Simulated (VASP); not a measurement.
# MnS (P1) in VASP: notebook

MnS is run at these levels: PBEsol+U; tasks: single point.

All numbers are computed with VASP 6.6.1; they aren't measurements. Logs are shortened: lines on timing, memory, paths and dates and some standing lists are left out, and cuts for length are marked.

## (1) The cell of the first run

The typed cell holds 2 atoms: a = 3.010 Å, b = 3.060 Å, c = 3.034 Å, α = 89.89°, β = 90.09°, γ = 87.96°.

## (2) Single point, PBEsol+U, collinear spin, ferromagnetic start

File INCAR:

```
PREC = Accurate ; ENCUT = 520
EDIFF = 1E-6 ; ISMEAR = 1
SIGMA = 0.1 ; LREAL = False
LASPH = True ; NELM = 150
ALGO = Normal ; ISIF = 2
LWAVE = False ; LCHARG = False
ISPIN = 2 ; MAGMOM = 5.2 0
LORBIT = 11 ; LMAXMIX = 4
LDAU = True ; LDAUTYPE = 1
LDAUL = 2 -1 ; LDAUU = 2.9 0
LDAUJ = 0.9 0 ; LDAUPRINT = 1
GGA = PS ; NBANDS = 20
```

File KPOINTS:

```
regular mesh
0
Gamma
  7 6 7
```

File POSCAR:

```
MnS
1.0
    3.0095500000      0.0539100000     -0.0023200000
    0.0539100000      3.0596700000      0.0029700000
   -0.0023200000      0.0029700000      3.0339900000
Mn S
1 1
Direct
    0.4919700000      0.4549900000      0.4945000000
    0.9935119035      0.0275407168      0.0065212995
```

Potentials or basis: VASP PAW PBE potentials, release 64 (Mn_pv, S).

Started as:

```sh
cat potpaw_PBE.64/Mn_pv/POTCAR potpaw_PBE.64/S/POTCAR > POTCAR
mpirun -np 1 vasp_std > vasp.out
```

OUTCAR:

```text
PREC = Accurate
   ENCUT = 520
   EDIFF = 1E-6
   ISMEAR = 1
   LREAL = False
   LASPH = True
   NELM = 150
   ISIF = 2
   ISPIN = 2
   LORBIT = 11
   GGA = PS

 ion  position               nearest neighbor table
   1  0.492  0.455  0.495-   2 2.46   2 2.50   2 2.51   2 2.55   2 2.70   2 2.75   2 2.78   2 2.82

   2  0.994  0.028  0.007-   1 2.46   1 2.50   1 2.51   1 2.55   1 2.70   1 2.75   1 2.78   1 2.82

  LATTYP: Found a triclinic cell.
 ALAT       =     4.2154986622
 B/A-ratio  =     0.7140397711
 C/A-ratio  =     0.7197232365
 COS(alpha) =     0.0015177687
 COS(beta)  =     0.0024890164
 COS(gamma) =     0.6882544376

  Lattice vectors:

 A1 = (  -2.9556400000,   3.0057600000,   0.0052900000)
 A2 = (  -3.0095500000,  -0.0539100000,   0.0023200000)
 A3 = (  -0.0023200000,   0.0029700000,   3.0339900000)

Analysis of symmetry for initial positions (statically):
=====================================================================
 Subroutine PRICEL returns:
 Original cell was already a primitive cell.

 Routine SETGRP: Setting up the symmetry group for a
 triclinic supercell.

 Subroutine GETGRP returns: Found  1 space group operations
 (whereof  1 operations were pure point group operations)
 out of a pool of  2 trial point group operations.

The static configuration has the point symmetry C_1 .

Analysis of symmetry for dynamics (positions and initial velocities):
=====================================================================
 Subroutine PRICEL returns:
 Original cell was already a primitive cell.

 Routine SETGRP: Setting up the symmetry group for a
 triclinic supercell.

 Subroutine GETGRP returns: Found  1 space group operations
 (whereof  1 operations were pure point group operations)
 out of a pool of  2 trial point group operations.

The dynamic configuration has the point symmetry C_1 .

Analysis of structural, dynamic, and magnetic symmetry:
=====================================================================
 Subroutine PRICEL returns:
 Original cell was already a primitive cell.

 Routine SETGRP: Setting up the symmetry group for a
 triclinic supercell.

 Subroutine GETGRP returns: Found  1 space group operations
 (whereof  1 operations were pure point group operations)
 out of a pool of  2 trial point group operations.

The overall configuration has the point symmetry C_1 .

 Subroutine INISYM returns: Found  1 space group operations
 (whereof  1 operations are pure point group operations),
 and found     1 'primitive' translations

----------------------------------------------------------------------------------------

                                     Primitive cell

  volume of cell :      27.9288

  direct lattice vectors                    reciprocal lattice vectors
     3.009550000  0.053910000 -0.002320000     0.332380700 -0.005856650  0.000259895
     0.053910000  3.059670000  0.002970000    -0.005856650  0.326936139 -0.000324519
    -0.002320000  0.002970000  3.033990000     0.000259895 -0.000324519  0.329599493

  length of vectors
     3.010033700  3.060146339  3.033992341     0.332432395  0.326988753  0.329599756

  position of ions in fractional coordinates (direct lattice)
     0.491970000  0.454990000  0.494500000
     0.993511903  0.027540717  0.006521300

  ion indices of the primitive-cell ions
   primitive index   ion index
                 1           1
                 2           2

----------------------------------------------------------------------------------------

 KPOINTS: regular mesh

Automatic generation of k-mesh.
 Grid dimensions read from file:
 generate k-points for:    7    6    7

 Generating k-lattice:

  Cartesian coordinates                     Fractional coordinates (reciprocal lattice)
     0.047482957 -0.000836664  0.000037128     0.142857143  0.000000000 -0.000000000
    -0.000976108  0.054489356 -0.000054087     0.000000000  0.166666667  0.000000000
     0.000037128 -0.000046360  0.047085642     0.000000000  0.000000000  0.142857143

  Length of vectors
     0.047490342  0.054498125  0.047085679

  Shift w.r.t. Gamma in fractional coordinates (k-lattice)
     0.000000000  0.000000000  0.000000000

 Subroutine IBZKPT returns following result:
 ===========================================

 Found    148 irreducible k-points:

 Following reciprocal coordinates:
            Coordinates               Weight
  0.000000  0.000000  0.000000      1.000000
  0.142857 -0.000000  0.000000      2.000000
  0.285714 -0.000000 -0.000000      2.000000
  0.428571 -0.000000 -0.000000      2.000000
 -0.000000  0.166667 -0.000000      2.000000
  0.142857  0.166667 -0.000000      2.000000
[... 16 lines left out ...]
 -0.000000  0.000000  0.142857      2.000000
  0.142857  0.000000  0.142857      2.000000
 [... further k-points ...]
   k-points           NKPTS =    148   k-points in BZ     NKDIM =    148   number of bands    NBANDS=     20
   number of dos      NEDOS =    301   number of ions     NIONS =      2
   total plane-waves  NPLWV =  13824
   dimension x,y,z NGX =    24 NGY =   24 NGZ =   24
   dimension x,y,z NGXF=    48 NGYF=   48 NGZF=   48
   ions per type =               1   1
   NGX,Y,Z   is equivalent  to a cutoff of  13.26, 13.04, 13.15 a.u.
   NGXF,Y,Z  is equivalent  to a cutoff of  26.51, 26.08, 26.30 a.u.
 SYSTEM =  unknown system
   PREC   = accura    normal or accurate (medium, high low for compatibility)
   ISTART =      0    job   : 0-new  1-cont  2-samecut
   ICHARG =      2    charge: 1-file 2-atom 10-const
   ISPIN  =      2    spin polarized calculation?
   LNONCOLLINEAR =      F non collinear calculations
   LSORBIT =      F    spin-orbit coupling
   LASPH  =      T    aspherical Exc in radial PAW
   ENCUT  =  520.0 eV  38.22 Ry    6.18 a.u.   5.60  5.69  5.64*2*pi/ulx,y,z
   NELM   =    150;   NELMIN=  2; NELMDL= -5     # of ELM steps
   EDIFF  = 0.1E-05   stopping-criterion for ELM
   LREAL  =      F    real-space projection
   EDIFFG = 0.1E-04   stopping-criterion for IOM
   NSW    =      0    number of steps for IOM
   IBRION =     -1    ionic relax: 0-MD 1-quasi-New 2-CG
   NFREE  =      0    steps in history (QN), initial steepest desc. (CG)
   ISIF   =      2    stress and relaxation
   ISYM   =      2    0-nonsym 1-usesym 2-fastsym
   POTIM  = 0.5000    time-step for ionic-motion
   TEBEG  =    0.0;   TEEND  =   0.0 temperature during run
   PSTRESS=    0.0 pullay stress
   NELECT =      19.0000    total number of electrons
   NUPDOWN=      -1.0000    fix difference up-down
   EMIN   =  10.00;   EMAX   =-10.00  energy-range for DOS
   EFERMI =   0.00;   METHOD = LEGACY
   ISMEAR =     1;   SIGMA  =   0.10  broadening in eV -4-tet -1-fermi 0-gaus
   EFERMI_NEDOS =   21; number of points for ismear=-14 and -15
   IALGO  =     38    algorithm
   IMIX   =      4    mixing-type and parameters
     AMIX     =   0.40;   BMIX     =  1.00
     AMIX_MAG =   1.60;   BMIX_MAG =  1.00
  volume/ion in A,a.u.               =      13.96        94.24
  Fermi-wavevector in a.u.,A,eV,Ry     =   1.439821  2.720867 28.206030  2.073085
  Thomas-Fermi vector in A             =   2.558634
   LORBIT       =     11    0 simple, 1 ext, 2 COOP (PROOUT), +10 PAW based schemes
 LDA+U is selected, type is set to LDAUTYPE =  1
   angular momentum for each species LDAUL =     2   -1
   U (eV)           for each species LDAUU =   2.9  0.0
   J (eV)           for each species LDAUJ =   0.9  0.0
   GGA     = PS    functional components
   LHFCALC =     F    Hartree Fock is set to
   AEXX    =    0.0000 exact exchange contribution
   IVDW    =     0    specifies the selected vdW correction
   LEPSILON=     F    determine dielectric tensor
   LRPA    =     F    only Hartree local field effects (RPA)
 spin polarized calculation
 Methfessel and Paxton  Order N= 1 SIGMA  =   0.10
  energy-cutoff  :      520.00
  volume of cell :       27.93
 maximum number of plane-waves:       764
   NGX = 11   NGY = 11   NGZ = 11

atom =   1  type =  1  l = 2

 onsite density matrix

spin component  1

  0.9046 -0.0002 -0.0000 -0.0029 -0.0001
 -0.0002  0.9039  0.0004  0.0082 -0.0006
 -0.0000  0.0004  0.9022 -0.0000  0.0014
 -0.0029  0.0082 -0.0000  0.8928  0.0000
 -0.0001 -0.0006  0.0014  0.0000  0.9016

spin component  2

  0.0840  0.0004 -0.0014  0.0035  0.0002
  0.0004  0.0852  0.0004 -0.0066  0.0000
 -0.0014  0.0004  0.1438 -0.0001 -0.0192
  0.0035 -0.0066 -0.0001  0.1010 -0.0003
  0.0002  0.0000 -0.0192 -0.0003  0.1405

 occupancies and eigenvectors

  o =  0.0815  v =  0.0000  0.0000  0.0000  0.0000  0.0000  0.6187 -0.7032  0.0192 -0.3498  0.0033      0.0000  0.0000  0.0000  0.0000  0.0000  0.0000  0.0000  0.0000  0.0000  0.0000
  o =  0.0848  v =  0.0000  0.0000  0.0000  0.0000  0.0000  0.7693  0.6322  0.0158  0.0905  0.0033      0.0000  0.0000  0.0000  0.0000  0.0000  0.0000  0.0000  0.0000  0.0000  0.0000
  o =  0.1039  v =  0.0000  0.0000  0.0000  0.0000  0.0000  0.1570 -0.3250  0.0186  0.9322  0.0171      0.0000  0.0000  0.0000  0.0000  0.0000  0.0000  0.0000  0.0000  0.0000  0.0000
  o =  0.1229  v =  0.0000  0.0000  0.0000  0.0000  0.0000 -0.0236  0.0108  0.6750 -0.0193  0.7371      0.0000  0.0000  0.0000  0.0000  0.0000  0.0000  0.0000  0.0000  0.0000  0.0000
  o =  0.1614  v =  0.0000  0.0000  0.0000  0.0000  0.0000  0.0150 -0.0031 -0.7372 -0.0013  0.6755      0.0000  0.0000  0.0000  0.0000  0.0000  0.0000  0.0000  0.0000  0.0000  0.0000
  o =  0.8881  v = -0.1491  0.4521 -0.0180 -0.8789  0.0239  0.0000  0.0000  0.0000  0.0000  0.0000      0.0000  0.0000  0.0000  0.0000  0.0000  0.0000  0.0000  0.0000  0.0000  0.0000
  o =  0.9004  v = -0.0585 -0.0713  0.6318 -0.0605 -0.7673  0.0000  0.0000  0.0000  0.0000  0.0000      0.0000  0.0000  0.0000  0.0000  0.0000  0.0000  0.0000  0.0000  0.0000  0.0000
  o =  0.9033  v =  0.1154  0.0584  0.7728  0.0116  0.6212  0.0000  0.0000  0.0000  0.0000  0.0000      0.0000  0.0000  0.0000  0.0000  0.0000  0.0000  0.0000  0.0000  0.0000  0.0000
  o =  0.9044  v =  0.9102  0.3823 -0.0473  0.0392 -0.1469  0.0000  0.0000  0.0000  0.0000  0.0000      0.0000  0.0000  0.0000  0.0000  0.0000  0.0000  0.0000  0.0000  0.0000  0.0000
  o =  0.9089  v = -0.3640  0.8006  0.0325  0.4714 -0.0570  0.0000  0.0000  0.0000  0.0000  0.0000      0.0000  0.0000  0.0000  0.0000  0.0000  0.0000  0.0000  0.0000  0.0000  0.0000

 number of electron      18.9999995 magnetization       4.1420025

 Free energy of the ion-electron system (eV)
  ---------------------------------------------------
  ext. energy  EPLUGINS =         0.00000000
  ---------------------------------------------------
  free energy    TOTEN  =       -13.01658542 eV

  energy without entropy =      -13.01529728  energy(sigma->0) =      -13.01615604

 E-fermi :   9.4009     XC(G=0): -12.0923

 val. band max:        9.4007195597   @ k =   0.2857   0.1667   0.4286
 cond. band min:       9.4021155033   @ k =  -0.2857  -0.1667   0.4286
 fundamental gap:      0.0013959435
 Fermi energy:         9.4009347754

 spin component 1

 k-point     1 :       0.0000    0.0000    0.0000
  band No.  band energies     occupation
      1     -40.8595      1.00000
      2     -40.8001      1.00000
      3     -40.7688      1.00000
      4      -6.7198      1.00000
      5       4.3019      1.00000
      6       4.5649      1.00000
[... 12 lines left out ...]
     19      25.2786      0.00000
     20      25.4302      0.00000
[... 507 lines left out ...]
 k-point    24 :       0.1429    0.0000    0.1429
  band No.  band energies     occupation
      1     -40.8579      1.00000
      2     -40.8087      1.00000
      3     -40.7783      1.00000
      4      -6.2274      1.00000
      5       4.0638      1.00000
      6       4.2070      1.00000
[... 12 lines left out ...]
     19      24.4883      0.00000
     20      26.8182      0.00000

 [... further k-points ...]

 spin component 2

 k-point     1 :       0.0000    0.0000    0.0000
  band No.  band energies     occupation
      1     -36.6173      1.00000
      2     -36.6001      1.00000
      3     -36.5789      1.00000
      4      -6.5680      1.00000
      5       6.9588      1.00000
      6       7.4837      1.00000
[... 12 lines left out ...]
     19      26.3438      0.00000
     20      26.5932      0.00000
[... 507 lines left out ...]
 k-point    24 :       0.1429    0.0000    0.1429
  band No.  band energies     occupation
      1     -36.6201      1.00000
      2     -36.6107      1.00000
      3     -36.5856      1.00000
      4      -6.0890      1.00000
      5       5.5366      1.00000
      6       5.7322      1.00000
[... 12 lines left out ...]
     19      25.5540      0.00000
     20      28.0292      0.00000

 [... further k-points ...]
[... 5 lines left out ...]
  --------------------------------------------------------------------------------------
  -------------------------------------------------------------------------------------
  Total        2.0831993      1.7889619      1.9496027      0.0901105      0.1173116     -0.0180992
  in kB      119.5057691    102.6264160    111.8418053      5.1693203      6.7297489     -1.0382844
  external PRESSURE =     111.3246635 kB  Pullay stress =       0.0000000 kB

 VOLUME and BASIS-vectors are now :
 -----------------------------------------------------------------------------
  energy-cutoff  :      520.00
  volume of cell :       27.93
      direct lattice vectors                 reciprocal lattice vectors
     3.009550000  0.053910000 -0.002320000     0.332380700 -0.005856650  0.000259895
     0.053910000  3.059670000  0.002970000    -0.005856650  0.326936139 -0.000324519
    -0.002320000  0.002970000  3.033990000     0.000259895 -0.000324519  0.329599493

 POSITION                                       TOTAL-FORCE (eV/Angst)
 -----------------------------------------------------------------------------------
      1.50399      1.42011      1.50052        -0.106102      0.385724      0.082076
      2.99149      0.13785      0.01756         0.106102     -0.385724     -0.082076
 -----------------------------------------------------------------------------------
    total drift:                                0.000457     -0.000031      0.000865

  FREE ENERGIE OF THE ION-ELECTRON SYSTEM (eV)
  ---------------------------------------------------
  free  energy   TOTEN  =       -13.0165854151 eV

  energy  without entropy=      -13.0152972765  energy(sigma->0) =      -13.01615604

 total charge

# of ion       s       p       d       tot
------------------------------------------
    1        0.239   6.208   5.037  11.484
    2        1.360   2.345   0.000   3.705
--------------------------------------------------
tot          1.599   8.553   5.037  15.189

 magnetization (x)

# of ion       s       p       d       tot
------------------------------------------
    1        0.015   0.039   3.942   3.996
    2        0.028  -0.057   0.000  -0.029
--------------------------------------------------
tot          0.043  -0.019   3.942   3.966
```

It took 67 s on 1 thread of AMD EPYC 9R45 (Zen 5), shared host; peak memory 0.21 GiB.

Results:

```yaml
Free_energy: -13.0166 eV
Pressure: 11.1 GPa
Largest_force: 0.408 eV/Å
Net_moment: 4.14 μB per cell
Site_moments: Mn +4.00; S -0.03 μB
Valence_electrons_inside_the_program's_atomic_spheres: Mn 11.48; S 3.71
```

Forces on the atoms (eV/Å):
```
Mn  -0.106  0.386  0.082
S    0.106 -0.386 -0.082
```

Levels at points of the mesh, in eV from the Fermi level:
Spin up:
```
           k point  band 8  band 9  band 10  band 11  band 12  band 13  band 14  band 15  band 16  band 17
(0.00, 0.00, 0.00)   -3.41   -3.20    -1.78    -1.76    -1.54     2.11     6.23     6.63    15.34    15.36
(0.00, 0.50, 0.00)   -4.41   -3.10    -2.56     0.77     0.83     5.01     6.35     7.97     8.23     8.41
```
Spin down:
```tsv
k point	band 5	band 6	band 7	band 8	band 9	band 10
(0.00, 0.00, 0.00)	-2.44	-1.92	-1.73	-1.00	-0.23	2.05
(0.00, 0.50, 0.00)	-8.28	-2.16	-2.03	-0.09	2.32	2.57
```

Eigenvalues of the final occupation matrices:
```
    site  spin  trace               eigenvalues
site 1 d     1   4.51  0.89 0.90 0.90 0.90 0.91
site 1 d     2   0.55  0.08 0.08 0.10 0.12 0.16
```

Caveat: the cell stands under pressure; the PAW data sets were made with another functional, which shifts forces and pressure a little; a cell with one magnetic atom can't hold antiferromagnetic order, which such compounds often take.

(Part 1 of 3 ends here.)
